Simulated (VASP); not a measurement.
Input of a VASP 6.6.1 run:

File INCAR:

```
SYSTEM = Sc5Al
ALGO = Fast ; EDIFF = 1E-6
ENCUT = 520 ; GGA = PE
ISIF = 2 ; ISMEAR = 0
LASPH = .TRUE. ; LCHARG = .FALSE.
LREAL = .FALSE. ; LWAVE = .FALSE.
NBANDS = 38 ; NELM = 100
PREC = Accurate ; SIGMA = 0.1
```

Contents of KPOINTS:

```
k-points
0
G
  12 12 8
  0 0 0
```

POSCAR

```
Sc5Al
1.0
    5.5912329905      0.0000000000      0.0000000000
   -2.7956164952      4.8421498082      0.0000000000
    0.0000000000      0.0000000000      5.0647470000
Sc Al
5 1
Direct
    0.0000000000      0.6850360000      0.0000000000
    0.6850360000      0.0000000000      0.0000000000
    0.3149640000      0.3149640000      0.0000000000
    0.3333333333      0.6666666667      0.5000000000
    0.6666666667      0.3333333333      0.5000000000
    0.0000000000      0.0000000000      0.5000000000
```

Potentials or basis: VASP PAW PBE potentials, release 64 (Sc_sv, Al).

The run is started by

```bash
$ cat potpaw_PBE.64/Sc_sv/POTCAR potpaw_PBE.64/Al/POTCAR > POTCAR
$ mpirun -np 1 vasp_std > vasp.out
```

Predict the pressure.

0.0 GPa.

What does it give for the band gap on the k mesh?

Zero (bands 29 and 30 overlap by 0.56 eV).
